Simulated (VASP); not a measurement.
# ScSi2 (P6/mmm) in VASP: single point with r2SCAN

Aim: the single point of ScSi2 with r2SCAN.

Everything below comes from runs of VASP 6.6.1. Logs are shortened: lines on timing, memory, paths and dates and some standing lists are left out, and cuts for length are marked.

### Step 1. The cell of the first run

The structure is hexagonal, space group P6/mmm (No. 191). The conventional cell has a = 4.039 Å, b = 4.039 Å, c = 3.596 Å, α = 90.00°, β = 90.00°, γ = 120.00°. Within 3.9 Å of Sc (site symmetry 6/mmm) lie 12 Si at 2.94 Å and 2 Sc at 3.60 Å. Within 3.1 Å of Si (site symmetry -6m2) lie 3 Si at 2.33 Å and 6 Sc at 2.94 Å.

### Step 2. Single point, r2SCAN

File POSCAR:

```
ScSi2
1.0
    4.0387423588      0.0000000000      0.0000000000
   -2.0193711794      3.4976534821      0.0000000000
    0.0000000000      0.0000000000      3.5961320000
Sc Si
1 2
Direct
    0.0000000000      0.0000000000      0.0000000000
    0.3333333333      0.6666666667      0.5000000000
    0.6666666667      0.3333333333      0.5000000000
```

File INCAR.step1:

```
SYSTEM = ScSi2
PREC     = Accurate       ! precision mode
ENCUT    = 520            ! plane-wave cutoff, eV
ISMEAR   = -1             ! smearing method
SIGMA    = 0.05           ! smearing width, eV
LREAL    = .FALSE.        ! projectors in reciprocal space
LASPH    = .TRUE.         ! aspherical terms in the spheres
NELM     = 100            ! most SCF steps
NBANDS   = 16             ! bands
GGA      = PE             ! functional
ALGO     = Normal         ! electronic algorithm
EDIFF    = 1E-4           ! SCF threshold, eV
LWAVE    = .TRUE.         ! write WAVECAR
LCHARG   = .FALSE.        ! write CHGCAR
```

File INCAR.step2:

```
SYSTEM = ScSi2
PREC     = Accurate       ! precision mode
ENCUT    = 520            ! plane-wave cutoff, eV
EDIFF    = 1E-6           ! SCF threshold, eV
ISMEAR   = -1             ! smearing method
SIGMA    = 0.05           ! smearing width, eV
LREAL    = .FALSE.        ! projectors in reciprocal space
LASPH    = .TRUE.         ! aspherical terms in the spheres
NELM     = 100            ! most SCF steps
ALGO     = Normal         ! electronic algorithm
ISIF     = 2              ! what is computed and relaxed
LWAVE    = .FALSE.        ! write WAVECAR
LCHARG   = .FALSE.        ! write CHGCAR
METAGGA  = R2SCAN         ! meta-GGA
LMIXTAU  = .TRUE.       
NBANDS   = 16             ! bands
ISTART   = 1
```

File KPOINTS:

```
Automatic mesh
0
G
  12 12 11
  0 0 0
```

Potentials or basis: VASP PAW PBE potentials, release 64 (Sc_sv, Si).

On the command line:

```sh
$ cat potpaw_PBE.64/Sc_sv/POTCAR potpaw_PBE.64/Si/POTCAR > POTCAR
$ cp INCAR.step1 INCAR
$ mpirun -np 1 vasp_std > vasp.out
$ cp INCAR.step2 INCAR
$ mpirun -np 1 vasp_std > vasp.out
```

OUTCAR:

```text
SYSTEM = ScSi2
   PREC = Accurate
   ENCUT = 520
   EDIFF = 1E-6
   ISMEAR = -1
   LREAL = .FALSE.
   LASPH = .TRUE.
   NELM = 100
   ISIF = 2
   METAGGA = R2SCAN
   ISTART = 1

 ion  position               nearest neighbor table
   1  0.000  0.000  0.000-   2 2.94   3 2.94   2 2.94   3 2.94   3 2.94   3 2.94   2 2.94   2 2.94
                             3 2.94   3 2.94   2 2.94   2 2.94
   2  0.333  0.667  0.500-   3 2.33   3 2.33   3 2.33   1 2.94   1 2.94   1 2.94   1 2.94   1 2.94
                             1 2.94
   3  0.667  0.333  0.500-   2 2.33   2 2.33   2 2.33   1 2.94   1 2.94   1 2.94   1 2.94   1 2.94
                             1 2.94

  LATTYP: Found a hexagonal cell.
 ALAT       =     4.0387423588
 C/A-ratio  =     0.8904088651

  Lattice vectors:

 A1 = (   4.0387423588,   0.0000000000,   0.0000000000)
 A2 = (  -2.0193711794,   3.4976534821,   0.0000000000)
 A3 = (   0.0000000000,   0.0000000000,   3.5961320000)

Analysis of symmetry for initial positions (statically):
=====================================================================
 Subroutine PRICEL returns:
 Original cell was already a primitive cell.

 Routine SETGRP: Setting up the symmetry group for a
 hexagonal supercell.

 Subroutine GETGRP returns: Found 24 space group operations
 (whereof 24 operations were pure point group operations)
 out of a pool of 24 trial point group operations.

The static configuration has the point symmetry D_6h.

Analysis of symmetry for dynamics (positions and initial velocities):
=====================================================================
 Subroutine PRICEL returns:
 Original cell was already a primitive cell.

 Routine SETGRP: Setting up the symmetry group for a
 hexagonal supercell.

 Subroutine GETGRP returns: Found 24 space group operations
 (whereof 24 operations were pure point group operations)
 out of a pool of 24 trial point group operations.

The dynamic configuration has the point symmetry D_6h.

 Subroutine INISYM returns: Found 24 space group operations
 (whereof 24 operations are pure point group operations),
 and found     1 'primitive' translations

----------------------------------------------------------------------------------------

                                     Primitive cell

  volume of cell :      50.7994

  direct lattice vectors                    reciprocal lattice vectors
     4.038742359  0.000000000  0.000000000     0.247601830  0.142952983  0.000000000
    -2.019371179  3.497653482  0.000000000     0.000000000  0.285905967  0.000000000
     0.000000000  0.000000000  3.596132000     0.000000000  0.000000000  0.278076556

  length of vectors
     4.038742359  4.038742359  3.596132000     0.285905967  0.285905967  0.278076556

  position of ions in fractional coordinates (direct lattice)
     0.000000000  0.000000000  0.000000000
     0.333333333  0.666666667  0.500000000
     0.666666667  0.333333333  0.500000000

  ion indices of the primitive-cell ions
   primitive index   ion index
                 1           1
                 2           2
                 3           3

----------------------------------------------------------------------------------------

 KPOINTS: Automatic mesh

Automatic generation of k-mesh.
 Grid dimensions read from file:
 generate k-points for:   12   12   11

 Generating k-lattice:

  Cartesian coordinates                     Fractional coordinates (reciprocal lattice)
     0.020633486  0.011912749  0.000000000     0.083333333  0.000000000  0.000000000
     0.000000000  0.023825497  0.000000000     0.000000000  0.083333333  0.000000000
     0.000000000  0.000000000  0.025279687     0.000000000  0.000000000  0.090909091

  Length of vectors
     0.023825497  0.023825497  0.025279687

  Shift w.r.t. Gamma in fractional coordinates (k-lattice)
     0.000000000  0.000000000  0.000000000

 Subroutine IBZKPT returns following result:
 ===========================================

 Found    114 irreducible k-points:

 Following reciprocal coordinates:
            Coordinates               Weight
  0.000000  0.000000  0.000000      1.000000
  0.083333  0.000000  0.000000      6.000000
  0.166667 -0.000000  0.000000      6.000000
  0.250000  0.000000  0.000000      6.000000
  0.333333  0.000000  0.000000      6.000000
  0.416667  0.000000  0.000000      6.000000
[... 16 lines left out ...]
  0.250000  0.000000  0.090909     12.000000
  0.333333  0.000000  0.090909     12.000000
 [... further k-points ...]
   k-points           NKPTS =    114   k-points in BZ     NKDIM =    114   number of bands    NBANDS=     16
   number of dos      NEDOS =    301   number of ions     NIONS =      3
   total plane-waves  NPLWV =  25200
   dimension x,y,z NGX =    30 NGY =   30 NGZ =   28
   dimension x,y,z NGXF=    60 NGYF=   60 NGZF=   56
   ions per type =               1   2
   NGX,Y,Z   is equivalent  to a cutoff of  12.35, 12.35, 12.94 a.u.
   NGXF,Y,Z  is equivalent  to a cutoff of  24.70, 24.70, 25.89 a.u.
 SYSTEM =  ScSi2
   PREC   = accura    normal or accurate (medium, high low for compatibility)
   ISTART =      1    job   : 0-new  1-cont  2-samecut
   ICHARG =      0    charge: 1-file 2-atom 10-const
   ISPIN  =      1    spin polarized calculation?
   LNONCOLLINEAR =      F non collinear calculations
   LSORBIT =      F    spin-orbit coupling
   LASPH  =      T    aspherical Exc in radial PAW
   ENCUT  =  520.0 eV  38.22 Ry    6.18 a.u.   7.51  7.51  6.69*2*pi/ulx,y,z
   NELM   =    100;   NELMIN=  2; NELMDL=  0     # of ELM steps
   EDIFF  = 0.1E-05   stopping-criterion for ELM
   LREAL  =      F    real-space projection
   EDIFFG = 0.1E-04   stopping-criterion for IOM
   NSW    =      0    number of steps for IOM
   IBRION =     -1    ionic relax: 0-MD 1-quasi-New 2-CG
   NFREE  =      0    steps in history (QN), initial steepest desc. (CG)
   ISIF   =      2    stress and relaxation
   ISYM   =      2    0-nonsym 1-usesym 2-fastsym
   POTIM  = 0.5000    time-step for ionic-motion
   TEBEG  =    0.0;   TEEND  =   0.0 temperature during run
   PSTRESS=    0.0 pullay stress
   NELECT =      19.0000    total number of electrons
   NUPDOWN=      -1.0000    fix difference up-down
   EMIN   =  10.00;   EMAX   =-10.00  energy-range for DOS
   EFERMI =   0.00;   METHOD = LEGACY
   ISMEAR =    -1;   SIGMA  =   0.05  broadening in eV -4-tet -1-fermi 0-gaus
   EFERMI_NEDOS =   21; number of points for ismear=-14 and -15
   IALGO  =     38    algorithm
   IMIX   =      4    mixing-type and parameters
     AMIX     =   0.40;   BMIX     =  1.00
     AMIX_MAG =   1.60;   BMIX_MAG =  1.00
  volume/ion in A,a.u.               =      16.93       114.27
  Fermi-wavevector in a.u.,A,eV,Ry     =   1.179523  2.228976 18.929448  1.391275
  Thomas-Fermi vector in A             =   2.315833
   LORBIT       =      0    0 simple, 1 ext, 2 COOP (PROOUT), +10 PAW based schemes
   METAGGA = R2SCAN    functional components
   LHFCALC =     F    Hartree Fock is set to
   AEXX    =    0.0000 exact exchange contribution
   IVDW    =     0    specifies the selected vdW correction
   LEPSILON=     F    determine dielectric tensor
   LRPA    =     F    only Hartree local field effects (RPA)
 non-spin polarized calculation
  energy-cutoff  :      520.00
  volume of cell :       50.80
 maximum number of plane-waves:      1385
   NGX = 15   NGY = 15   NGZ = 13

 number of electron      18.9999998 magnetization

 Free energy of the ion-electron system (eV)
  ---------------------------------------------------
  ext. energy  EPLUGINS =         0.00000000
  ---------------------------------------------------
  free energy    TOTEN  =       -30.03428112 eV

  energy without entropy =      -30.02346945  energy(sigma->0) =      -30.02887529

 E-fermi :   7.9693     XC(G=0): -11.4183

 val. band max:        7.9627517922   @ k =   0.2500   0.0833   0.2727
 cond. band min:       7.9969895898   @ k =   0.0000   0.0000   0.3636
 fundamental gap:      0.0342377977
 Fermi energy:         7.9692908315

 k-point     1 :       0.0000    0.0000    0.0000
  band No.  band energies     occupation
      1     -44.0318      2.00000
      2     -21.7251      2.00000
      3     -21.7251      2.00000
      4     -21.6513      2.00000
      5      -5.3442      2.00000
      6       4.0524      2.00000
[... 8 lines left out ...]
     15      11.1798      0.00000
     16      11.1799      0.00000

 k-point     2 :       0.0833    0.0000    0.0000
  band No.  band energies     occupation
      1     -44.0316      2.00000
      2     -21.7285      2.00000
      3     -21.7258      2.00000
      4     -21.6508      2.00000
      5      -5.2572      2.00000
      6       3.4271      2.00000
[... 8 lines left out ...]
     15      11.2566      0.00000
     16      11.3271      0.00000

 k-point     3 :       0.1667   -0.0000    0.0000
  band No.  band energies     occupation
      1     -44.0311      2.00000
      2     -21.7376      2.00000
      3     -21.7279      2.00000
      4     -21.6497      2.00000
      5      -4.9989      2.00000
      6       2.2730      2.00000
[... 8 lines left out ...]
     15      11.3347      0.00000
     16      11.7759      0.00000

 k-point     4 :       0.2500    0.0000    0.0000
  band No.  band energies     occupation
      1     -44.0303      2.00000
      2     -21.7500      2.00000
      3     -21.7308      2.00000
      4     -21.6481      2.00000
      5      -4.5782      2.00000
      6       1.0649      2.00000
[... 8 lines left out ...]
     15      11.4447      0.00000
     16      12.5324      0.00000
[... 324 lines left out ...]
 k-point    22 :       0.1667   -0.0000    0.0909
  band No.  band energies     occupation
      1     -44.0305      2.00000
      2     -21.7366      2.00000
      3     -21.7270      2.00000
      4     -21.6582      2.00000
      5      -4.9246      2.00000
      6       2.3340      2.00000
[... 8 lines left out ...]
     15      11.0169      0.00000
     16      11.6052      0.00000

 k-point    23 :       0.2500    0.0000    0.0909
  band No.  band energies     occupation
      1     -44.0298      2.00000
      2     -21.7488      2.00000
      3     -21.7298      2.00000
      4     -21.6565      2.00000
      5      -4.5092      2.00000
      6       1.1230      2.00000
[... 8 lines left out ...]
     15      11.3530      0.00000
     16      12.3987      0.00000

 k-point    24 :       0.3333    0.0000    0.0909
  band No.  band energies     occupation
      1     -44.0291      2.00000
      2     -21.7610      2.00000
      3     -21.7326      2.00000
      4     -21.6548      2.00000
      5      -3.9516      2.00000
      6      -0.0249      2.00000
[... 8 lines left out ...]
     15      12.1320      0.00000
     16      12.9118      0.00000

 [... further k-points ...]

------------------------ aborting loop because EDIFF is reached ----------------------------------------

  FORCE on cell =-STRESS in cart. coord.  units (eV):
  Direction    XX          YY          ZZ          XY          YZ          ZX
  --------------------------------------------------------------------------------------
  -------------------------------------------------------------------------------------
  Total       -0.6155645     -0.6155645      0.3445993      0.0000000     -0.0000000      0.0000000
  in kB      -19.4144735    -19.4144735     10.8684195      0.0000000     -0.0000000      0.0000000
  external PRESSURE =      -9.3201758 kB  Pullay stress =       0.0000000 kB

 VOLUME and BASIS-vectors are now :
 -----------------------------------------------------------------------------
  energy-cutoff  :      520.00
  volume of cell :       50.80
      direct lattice vectors                 reciprocal lattice vectors
     4.038742359  0.000000000  0.000000000     0.247601830  0.142952983  0.000000000
    -2.019371179  3.497653482  0.000000000     0.000000000  0.285905967  0.000000000
     0.000000000  0.000000000  3.596132000     0.000000000  0.000000000  0.278076556

 POSITION                                       TOTAL-FORCE (eV/Angst)
 -----------------------------------------------------------------------------------
      0.00000      0.00000      0.00000        -0.000000      0.000000     -0.000000
     -0.00000      2.33177      1.79807         0.000000      0.000000     -0.000000
      2.01937      1.16588      1.79807        -0.000000      0.000000      0.000000
 -----------------------------------------------------------------------------------
    total drift:                                0.000000     -0.000000      0.000000

  FREE ENERGIE OF THE ION-ELECTRON SYSTEM (eV)
  ---------------------------------------------------
  free  energy   TOTEN  =       -30.0342811200 eV

  energy  without entropy=      -30.0234694540  energy(sigma->0) =      -30.02887529
```

Run time: 3.1 min. Hardware: 1 thread of Intel Xeon 6975P-C (Granite Rapids), shared host; peak memory 0.23 GiB.

What came out:

```yaml
Free_energy: -30.0343 eV
Pressure: -0.9 GPa
```

Levels at points of the mesh, in eV from the Fermi level:
```
           k point  band 6  band 7  band 8  band 9  band 10  band 11  band 12  band 13
(0.00, 0.00, 0.00)   -3.92   -3.92   -1.73   -1.26    -1.11     0.57     0.57     1.84
(0.50, 0.00, 0.00)   -9.63   -4.66   -2.91   -1.69     1.32     1.75     1.82     2.08
```

Caveat: the PAW data sets were made with another functional, which shifts forces and pressure a little.
